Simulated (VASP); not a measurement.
Runs of VASP 6.6.1 on Ta. The structure is that of space group Im-3m (No. 229), or close to it. The cells are those of the table. 

```tsv
task	cell	k mesh	smearing	gap on the mesh (eV)	pressure (GPa)
single point	a = 2.819 Å, angles 109.5°, 1 atom	14 × 14 × 14	fermi-dirac 1 eV	none	13.3
single point	a = 2.819 Å, angles 109.5°, 1 atom	4 × 4 × 4	fermi-dirac 0.1 eV	none	(a)
single point	a = 2.819 Å, angles 109.5°, 1 atom	8 × 8 × 8	fermi-dirac 0.1 eV	none	-2.2
relaxation of cell and atoms	relaxed from a = 2.863 Å, angles 109.5°, 1 atom	13 × 13 × 13	fermi-dirac 0.1 eV	none	0.0
single point	a = 2.819 Å, angles 109.5°, 1 atom	14 × 14 × 14	gaussian 0.01 eV	none	-0.5
single point	a = 2.819 Å, angles 109.5°, 1 atom	14 × 14 × 14	methfessel-paxton 0.01 eV	none	-0.5
```

Alike in all rows: level LDA; potentials or basis VASP PAW LDA potentials, release 64 (Ta_sv_GW); no spin polarisation; cutoff (eV) 500.

Problem. Fill in the values left out.

Solution. (a) 0.6.

Caveats: some runs use coarse meshes; spin-orbit coupling is left out, which moves the levels of the heavy elements; the cell stands under pressure (at least some runs); so wide a smearing shifts energies and pressures (at least some runs).

A k mesh can miss the band edges, and the runs leave out spin-orbit coupling on Ta.

A gap of «none» marks levels without a gap at the run's occupations.
